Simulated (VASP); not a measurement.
# Ga32HO48 (a cell with a defect) in VASP: single point with PBE

Aim: the single point of Ga32HO48 (a cell with a defect) with PBE.

Program: VASP 6.6.1. These are calculated values, not measurements. Logs are shortened: lines on timing, memory, paths and dates and some standing lists are left out, and cuts for length are marked.

### 1 The cell of the first run

The cell holds a defect, 81 atoms: a = 10.798 Å, b = 10.798 Å, c = 10.798 Å, α = 55.86°, β = 55.86°, γ = 55.86°.

### 2 Single point, PBE

INCAR

```
  PREC = Accurate
  ENCUT = 520
  EDIFF = 1E-6
  ISMEAR = -1
  SIGMA = 0.01
  LREAL = Auto
  LASPH = T
  NELM = 60
  ALGO = Normal
  ISIF = 2
  LWAVE = F
  LCHARG = F
  GGA = PE
  NBANDS = 398
  NELECT = 706.0
```

KPOINTS

```
regular mesh
0
Gamma
  1 1 1
```

POSCAR

```
Ga32HO48
1.0
    5.0579508900      2.9202093400      9.0826160100
   -5.0579508900      2.9202093400      9.0826160100
    0.0000000000     -5.8404185800      9.0826160400
Ga O H
32 48 1
Direct
    0.4278465076      0.4272662330      0.4276788003
    0.3214347457      0.3217346696      0.3217514820
    0.0711872454      0.0725801019      0.0705329155
    0.1779325093      0.1794789853      0.1747488422
    0.4274236938      0.4275759294      0.9275415471
    0.3216561763      0.3218086096      0.8218131649
    0.0685562006      0.0687133789      0.5687297687
    0.1761203559      0.1762405626      0.6762177387
    0.4292502026      0.9285300602      0.4273770057
    0.3250883304      0.8218173527      0.3203970165
    0.0721098354      0.5719747124      0.0725765981
    0.1779906652      0.6783559425      0.1781588679
    0.4271221024      0.9277088133      0.9279632649
    0.3216016822      0.8217745891      0.8215527707
    0.0724450116      0.5705105434      0.5713093627
    0.1793535168      0.6747458317      0.6780536088
    0.9272768515      0.4293623690      0.4284974593
    0.8202862699      0.3252096955      0.3217990271
    0.5724647889      0.0722509562      0.0719266838
    0.6780405834      0.1781330013      0.1783293585
    0.9275386494      0.4280027592      0.9272572861
    0.8216423314      0.3215803389      0.8217078029
    0.5704290338      0.0713411512      0.5725300751
    0.6745905528      0.1780865229      0.6794743401
    0.9310917178      0.9312135062      0.4312071258
    0.8235652499      0.8237040413      0.3236417294
    0.5721954483      0.5723589532      0.0723044843
    0.6779586781      0.6780881772      0.1780626985
    0.9283923544      0.9273943217      0.9293504413
    0.8216717894      0.8204195036      0.8251850899
    0.5718338629      0.5725940521      0.5722386231
    0.6782228743      0.6782120003      0.6780876637
    0.3757593616      0.2229761463      0.0260219401
    0.2325321312      0.0280716644      0.3673095701
    0.0267027450      0.3752340056      0.2231981210
    0.1247307125      0.2751564514      0.4721434248
    0.4753590090      0.1254281697      0.2761211904
    0.2769193394      0.4726167714      0.1246669809
    0.3742728663      0.2217585346      0.5269633369
    0.2216140371      0.0270030135      0.8743816497
    0.0268422304      0.3743936476      0.7217453168
    0.1251753205      0.2780121148      0.9706995546
    0.4705692536      0.1253387367      0.7779786700
    0.2778465379      0.4707036892      0.6253247630
    0.3750568827      0.7228912208      0.0272681324
    0.2236693841      0.5243998643      0.3744378551
    0.0276380386      0.8750808259      0.2247352722
    0.1325817777      0.7671860018      0.4717730819
    0.4737603368      0.6239891580      0.2769259267
    0.2765597003      0.9730927582      0.1246999288
    0.3751051898      0.7231999100      0.5268339535
    0.2228046716      0.5260460500      0.8758913084
    0.0279363718      0.8672998003      0.7326637591
    0.1252783708      0.7761423415      0.9754676151
    0.4724690152      0.6246972628      0.7770291034
    0.2750459576      0.9721537542      0.6248538863
    0.8743150090      0.2238132403      0.0243835896
    0.7246258195      0.0277653563      0.3750533817
    0.5271791099      0.3752118377      0.2228399310
    0.6245726552      0.2767080677      0.4730692410
    0.9716572858      0.1327224895      0.2671538201
    0.7768193676      0.4739077669      0.1239707480
    0.8671537807      0.2326843938      0.5280679231
    0.7230574818      0.0268522246      0.8752001691
    0.5258886100      0.3759130534      0.7229421287
    0.6245589230      0.2770685977      0.9725630157
    0.9720084230      0.1248592329      0.7751480671
    0.7760028088      0.4755068109      0.6253834431
    0.8744268498      0.7219500826      0.0291612366
    0.7218071084      0.5291826600      0.3745503813
    0.5290578695      0.8745635966      0.2219240791
    0.6254176617      0.7781344470      0.4729107921
    0.9727854440      0.6255509535      0.2781016213
    0.7779785311      0.9729541293      0.1255096529
    0.8749644901      0.7247491131      0.5277405315
    0.7227343111      0.5273294878      0.8751658654
    0.5242778631      0.8744821333      0.7237720975
    0.6238434491      0.7769677116      0.9738661291
    0.9729481097      0.6247189477      0.7766813630
    0.7670309587      0.9718091431      0.6326921701
   -0.0001934322     -0.0001133602      0.4998765177
```

Potentials or basis: VASP PAW PBE potentials, release 64 (Ga_d, O, H).

On the command line:

```sh
$ cat potpaw_PBE.64/Ga_d/POTCAR potpaw_PBE.64/O/POTCAR potpaw_PBE.64/H/POTCAR > POTCAR
$ mpirun -np 1 vasp_gam > vasp.out
```

OUTCAR:

```text
PREC = Accurate
   ENCUT = 520
   EDIFF = 1E-6
   ISMEAR = -1
   LREAL = Auto
   LASPH = T
   NELM = 60
   ISIF = 2
   GGA = PE
   NELECT = 706.0

 ion  position               nearest neighbor table
   1  0.428  0.427  0.428-  44 1.95  60 1.95  49 1.95  59 2.10  46 2.11  39 2.12   2 2.89
   2  0.321  0.322  0.322-  38 1.95  37 1.95  36 1.95  46 2.09  39 2.11  59 2.12   1 2.89
   3  0.071  0.073  0.071-  40 1.94  47 1.95  57 1.95  61 2.07  42 2.12  50 2.12   4 2.89
   4  0.178  0.179  0.175-  33 1.95  35 1.95  34 1.96  42 2.10  61 2.10  50 2.11   3 2.89
   5  0.427  0.428  0.928-  55 1.95  38 1.95  66 1.95  33 2.10  65 2.10  52 2.10   6 2.88
   6  0.322  0.322  0.822-  42 1.94  43 1.94  44 1.94  33 2.11  52 2.11  65 2.11   5 2.88
   7  0.069  0.069  0.569-  81 1.87  53 1.98  63 1.98  34 1.98  67 2.15  36 2.15  56 2.15
   8  0.176  0.176  0.676-  40 1.96  39 1.96  41 1.96  56 2.09  36 2.09  67 2.09
   9  0.429  0.929  0.427-  72 1.94  56 1.95  37 1.95  34 2.07  71 2.12  51 2.12  10 2.89
  10  0.325  0.822  0.320-  49 1.95  50 1.95  48 1.95  71 2.10  34 2.10  51 2.11   9 2.89
  11  0.072  0.572  0.073-  69 1.95  35 1.95  52 1.95  38 2.10  54 2.11  73 2.12  12 2.89
  12  0.178  0.678  0.178-  45 1.95  46 1.95  47 1.95  54 2.09  73 2.11  38 2.12  11 2.89
  13  0.427  0.928  0.928-  43 1.95  50 1.95  78 1.95  45 2.10  77 2.11  40 2.12  14 2.89
  14  0.322  0.822  0.822-  55 1.95  54 1.95  56 1.95  77 2.09  40 2.11  45 2.12  13 2.89
[... 9 lines left out ...]
  24  0.675  0.178  0.679-  65 1.95  64 1.95  63 1.96  43 2.10  80 2.10  60 2.11  23 2.89
  25  0.931  0.931  0.431-  81 1.87  48 1.98  80 1.98  61 1.98  75 2.15  47 2.15  58 2.15
  26  0.824  0.824  0.324-  73 1.96  74 1.96  72 1.96  47 2.09  58 2.09  75 2.09
  27  0.572  0.572  0.072-  76 1.95  59 1.95  45 1.95  78 2.10  49 2.10  62 2.10  28 2.88
  28  0.678  0.678  0.178-  69 1.94  71 1.94  70 1.94  62 2.11  49 2.11  78 2.11  27 2.88
  29  0.928  0.927  0.929-  74 1.94  67 1.95  54 1.95  53 2.07  69 2.12  64 2.12  30 2.89
  30  0.822  0.820  0.825-  78 1.95  79 1.95  80 1.95  69 2.10  53 2.10  64 2.11  29 2.89
  31  0.572  0.573  0.572-  70 1.95  51 1.95  65 1.95  55 2.10  68 2.11  72 2.12  32 2.89
  32  0.678  0.678  0.678-  76 1.95  77 1.95  75 1.95  68 2.09  72 2.11  55 2.12  31 2.89
  33  0.376  0.223  0.026-   4 1.95  19 1.95   5 2.10   6 2.11
  34  0.233  0.028  0.367-   4 1.96   7 1.98   9 2.07  10 2.10
  35  0.027  0.375  0.223-  11 1.95   4 1.95  18 2.11  17 2.12
  36  0.125  0.275  0.472-  17 1.95   2 1.95   8 2.09   7 2.15
  37  0.475  0.125  0.276-   2 1.95   9 1.95  20 2.09  19 2.11
  38  0.277  0.473  0.125-   2 1.95   5 1.95  11 2.10  12 2.12
[... 40 lines left out ...]
  79  0.973  0.625  0.777-  21 1.95  30 1.95  16 2.11  15 2.12
  80  0.767  0.972  0.633-  30 1.95  25 1.98  23 2.07  24 2.10
  81  1.000  1.000  0.500-  25 1.87   7 1.87

  LATTYP: Found a trigonal (rhomboedric) cell.
 ALAT       =    10.7983518826
 COS(alpha) =     0.5612023825

  Lattice vectors:

 A1 = (   5.0579508900,   2.9202093400,   9.0826160100)
 A2 = (  -5.0579508900,   2.9202093400,   9.0826160100)
 A3 = (   0.0000000000,  -5.8404185800,   9.0826160400)

Analysis of symmetry for initial positions (statically):
=====================================================================
 Subroutine PRICEL returns:
 Original cell was already a primitive cell.

 Routine SETGRP: Setting up the symmetry group for a
 trigonal (rhombohedral) supercell.

 Subroutine GETGRP returns: Found  1 space group operations
 (whereof  1 operations were pure point group operations)
 out of a pool of 12 trial point group operations.

The static configuration has the point symmetry C_1 .

Analysis of symmetry for dynamics (positions and initial velocities):
=====================================================================
 Subroutine PRICEL returns:
 Original cell was already a primitive cell.

 Routine SETGRP: Setting up the symmetry group for a
 trigonal (rhombohedral) supercell.

 Subroutine GETGRP returns: Found  1 space group operations
 (whereof  1 operations were pure point group operations)
 out of a pool of 12 trial point group operations.

The dynamic configuration has the point symmetry C_1 .

 Subroutine INISYM returns: Found  1 space group operations
[... 205 lines left out ...]
 Subroutine IBZKPT returns following result:
 ===========================================

 Found      1 irreducible k-points:

 Following reciprocal coordinates:
            Coordinates               Weight
  0.000000  0.000000  0.000000      1.000000
   k-points           NKPTS =      1   k-points in BZ     NKDIM =      1   number of bands    NBANDS=    398
   number of dos      NEDOS =    301   number of ions     NIONS =     81
   total plane-waves  NPLWV = 512000
   dimension x,y,z NGX =    80 NGY =   80 NGZ =   80
   dimension x,y,z NGXF=   160 NGYF=  160 NGZF=  160
   ions per type =              32  48   1
   NGX,Y,Z   is equivalent  to a cutoff of  12.32, 12.32, 12.32 a.u.
   NGXF,Y,Z  is equivalent  to a cutoff of  24.63, 24.63, 24.63 a.u.
 SYSTEM =  unknown system
   PREC   = accura    normal or accurate (medium, high low for compatibility)
   ISTART =      0    job   : 0-new  1-cont  2-samecut
   ICHARG =      2    charge: 1-file 2-atom 10-const
   ISPIN  =      1    spin polarized calculation?
   LNONCOLLINEAR =      F non collinear calculations
   LSORBIT =      F    spin-orbit coupling
   LASPH  =      T    aspherical Exc in radial PAW
   ENCUT  =  520.0 eV  38.22 Ry    6.18 a.u.  20.08 20.08 20.08*2*pi/ulx,y,z
   NELM   =     60;   NELMIN=  2; NELMDL= -5     # of ELM steps
   EDIFF  = 0.1E-05   stopping-criterion for ELM
   LREAL  =      T    real-space projection
   EDIFFG = 0.1E-04   stopping-criterion for IOM
   NSW    =      0    number of steps for IOM
[... 5 lines left out ...]
   TEBEG  =    0.0;   TEEND  =   0.0 temperature during run
   PSTRESS=    0.0 pullay stress
   NELECT =     706.0000    total number of electrons
   NUPDOWN=      -1.0000    fix difference up-down
   EMIN   =  10.00;   EMAX   =-10.00  energy-range for DOS
   EFERMI =   0.00;   METHOD = LEGACY
   ISMEAR =    -1;   SIGMA  =   0.01  broadening in eV -4-tet -1-fermi 0-gaus
   EFERMI_NEDOS =   21; number of points for ismear=-14 and -15
   IALGO  =     38    algorithm
   IMIX   =      4    mixing-type and parameters
     AMIX     =   0.40;   BMIX     =  1.00
     AMIX_MAG =   1.60;   BMIX_MAG =  1.00
  volume/ion in A,a.u.               =       9.94        67.06
  Fermi-wavevector in a.u.,A,eV,Ry     =   1.567086  2.961363 33.412619  2.455758
  Thomas-Fermi vector in A             =   2.669318
   LORBIT       =      0    0 simple, 1 ext, 2 COOP (PROOUT), +10 PAW based schemes
   GGA     = PE    functional components
   LHFCALC =     F    Hartree Fock is set to
   AEXX    =    0.0000 exact exchange contribution
   IVDW    =     0    specifies the selected vdW correction
   LEPSILON=     F    determine dielectric tensor
   LRPA    =     F    only Hartree local field effects (RPA)
 non-spin polarized calculation
  energy-cutoff  :      520.00
  volume of cell :      804.92
 maximum number of plane-waves:     10826
   NGX = 41   NGY = 41   NGZ = 41

 number of electron     706.0000090 magnetization

 Free energy of the ion-electron system (eV)
  ---------------------------------------------------
  ext. energy  EPLUGINS =         0.00000000
  ---------------------------------------------------
  free energy    TOTEN  =      -468.42171980 eV

  energy without entropy =     -468.42171980  energy(sigma->0) =     -468.42171980

 E-fermi :   6.2450     XC(G=0): -12.0027

 val. band max:        5.9427503547   @ k =   0.0000   0.0000   0.0000
 cond. band min:       6.9981769317   @ k =   0.0000   0.0000   0.0000
 fundamental gap:      1.0554265770
 Fermi energy:         6.2450341027

 k-point     1 :       0.0000    0.0000    0.0000
  band No.  band energies     occupation
      1     -14.5574      2.00000
      2     -13.7273      2.00000
      3     -13.7248      2.00000
      4     -13.7164      2.00000
      5     -13.7162      2.00000
      6     -13.6950      2.00000
[... 357 lines left out ...]
    364      10.2406      0.00000
    365      10.2797      0.00000
 [bands above 365 left out]

------------------------ aborting loop because EDIFF is reached ----------------------------------------

  FORCE on cell =-STRESS in cart. coord.  units (eV):
  Direction    XX          YY          ZZ          XY          YZ          ZX
  --------------------------------------------------------------------------------------
  -------------------------------------------------------------------------------------
  Total       27.8680782     27.8660847     17.6155835      0.0009546      0.0010241      0.0002245
  in kB       55.4711040     55.4671359     35.0636257      0.0019002      0.0020384      0.0004468
  external PRESSURE =      48.6672885 kB  Pullay stress =       0.0000000 kB

 VOLUME and BASIS-vectors are now :
 -----------------------------------------------------------------------------
  energy-cutoff  :      520.00
  volume of cell :      804.92
      direct lattice vectors                 reciprocal lattice vectors
     5.057950890  2.920209340  9.082616010     0.098854262  0.057073535  0.036700146
    -5.057950890  2.920209340  9.082616010    -0.098854262  0.057073535  0.036700146
     0.000000000 -5.840418580  9.082616040     0.000000000 -0.114147069  0.036700146

 POSITION                                       TOTAL-FORCE (eV/Angst)
 -----------------------------------------------------------------------------------
      0.00294     -0.00071     11.65110        -0.000360      0.003161      0.006355
     -0.00152     -0.00097      8.76401         0.003226      0.005110     -0.012531
     -0.00704      0.00789      1.94641         0.000776      0.006184     -0.017650
     -0.00782      0.02311      4.83341         0.002878      0.005660      0.013378
     -0.00077     -2.92045     16.19014         0.000513      0.000427      0.013417
     -0.00077     -2.92068     13.30856         0.000232      0.001396     -0.006974
[... 73 lines left out ...]
     -1.03576      1.38259     21.53972         0.004009      0.005047      0.000254
     -0.00041      2.92003     22.70263        -0.000585     -0.000164      0.001852
 -----------------------------------------------------------------------------------
    total drift:                               -0.006237     -0.001311     -0.015545

  FREE ENERGIE OF THE ION-ELECTRON SYSTEM (eV)
  ---------------------------------------------------
  free  energy   TOTEN  =      -468.4217197975 eV

  energy  without entropy=     -468.4217197975  energy(sigma->0) =     -468.42171980
```

Wall time 39 min (1 thread of Intel Xeon 8259CL, shared host); peak memory 1 GiB.

Results:

```
Free energy   : -468.4217 eV
Largest force : 0.019 eV/Å
```

Forces in eV/Å, atoms in the order of the input:
```
Ga   0.000  0.003  0.006
Ga   0.003  0.005 -0.013
Ga   0.001  0.006 -0.018
Ga   0.003  0.006  0.013
Ga   0.001  0.000  0.013
Ga   0.000  0.001 -0.007
Ga   0.000  0.001  0.006
Ga   0.000 -0.001  0.013
Ga   0.004  0.001  0.018
Ga   0.005  0.000 -0.013
Ga   0.000 -0.002 -0.008
Ga   0.004  0.001  0.013
Ga   0.001 -0.001  0.006
Ga   0.004 -0.004 -0.013
Ga   0.000 -0.004 -0.015
Ga   0.002 -0.005  0.012
Ga  -0.006  0.002  0.018
Ga  -0.005  0.004 -0.013
Ga   0.000  0.001 -0.006
Ga  -0.004  0.003  0.013
Ga  -0.001  0.000  0.007
Ga  -0.006  0.001 -0.014
Ga  -0.006 -0.003 -0.018
Ga  -0.006  0.001  0.013
Ga   0.000 -0.001 -0.006
Ga   0.000 -0.002 -0.014
Ga   0.000  0.000 -0.011
Ga   0.001 -0.001  0.008
Ga  -0.001 -0.005  0.018
Ga  -0.002 -0.005 -0.012
Ga  -0.001  0.001 -0.007
Ga  -0.001 -0.004  0.013
O   -0.002 -0.001 -0.003
O   -0.003 -0.002 -0.001
O   -0.001 -0.005 -0.003
O   -0.001 -0.001 -0.006
O    0.002 -0.005 -0.005
O   -0.005 -0.001 -0.001
O    0.000  0.002  0.005
O    0.001 -0.002  0.005
O    0.000  0.001  0.005
O    0.000  0.000 -0.003
O   -0.001 -0.001 -0.002
O    0.001  0.002 -0.003
O   -0.001  0.002  0.002
O   -0.003 -0.004  0.002
O   -0.002 -0.002  0.003
O   -0.002 -0.001  0.000
O    0.000  0.001  0.002
O   -0.006 -0.001  0.005
O   -0.004  0.005 -0.004
O    0.002  0.002 -0.001
O   -0.001  0.005 -0.002
O   -0.005  0.003 -0.003
O    0.002  0.005  0.000
O   -0.002  0.001 -0.007
O    0.006 -0.001  0.002
O    0.003  0.000  0.004
O   -0.001 -0.004  0.001
O    0.004 -0.004  0.003
O    0.003 -0.005  0.000
O   -0.002  0.000  0.002
O    0.007 -0.001 -0.002
O    0.006  0.000 -0.003
O    0.001 -0.002 -0.002
O    0.003 -0.006  0.000
O    0.001  0.001 -0.006
O    0.006  0.003 -0.004
O    0.001 -0.001  0.004
O   -0.002  0.000  0.003
O   -0.001  0.001  0.004
O   -0.001  0.000 -0.003
O    0.002  0.001 -0.002
O    0.000  0.000 -0.003
O   -0.001  0.003  0.004
O    0.004  0.000  0.002
O   -0.001  0.004  0.001
O    0.001 -0.002  0.003
O    0.002  0.006  0.003
O    0.004  0.005  0.000
H   -0.001  0.000  0.002
```

Caveat: the k points lie up to 0.75 Å⁻¹ apart; the cell carries a net charge on a neutralising background, which shifts energy and pressure; the cell is charged against a uniform background, so pressure and absolute levels hang on convention.
